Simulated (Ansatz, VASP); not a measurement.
**Two plane-wave programs on Cu**

```
Cu
1.0
     1.33571    0.77117    6.45542
    -1.33571    0.77117    6.45542
     0.00000   -1.54235    6.45542
Cu
3
Direct
  0.00000 0.00000 0.00000
  0.22222 0.22222 0.22222
  0.77778 0.77778 0.77778
```

Alike in both runs: task single point; functional PBE; k mesh 9 × 9 × 9; occupations gaussian, width 0.1 eV; no spin polarisation.

|  | VASP | Ansatz |
| --- | --- | --- |
| version | VASP 6.6.1 | Ansatz 0.2.0 |
| potentials or method | VASP PAW PBE potentials, release 64 (Cu), cutoff 520 eV | scalar-relativistic, plane waves, PAW |
| valence electrons in the cell | 33 | 57 |

|  | VASP | Ansatz | Ansatz less VASP |
| --- | --- | --- | --- |
| gap on the k mesh at the Fermi level (eV) | none | none | - |
| pressure (GPa) | -10.9 | -11.4 | -0.53 |
| traceless stress, the component that is largest in VASP (GPa) | 2.24 | 2.22 | -0.016 |
| rms of the force components (eV/Å) | 0.007 | 0.008 | +0.0008 |

Atom by atom the forces differ by 0.001 eV/Å (rms over components). A gap of «none» marks a metal or a gap that the smearing closes. With one functional, cell and mesh, what is left measures potentials, basis and numerics. VASP's potentials hold 33 valence electrons a cell and Ansatz's 57, so a difference there can come from the potentials and not from the codes.
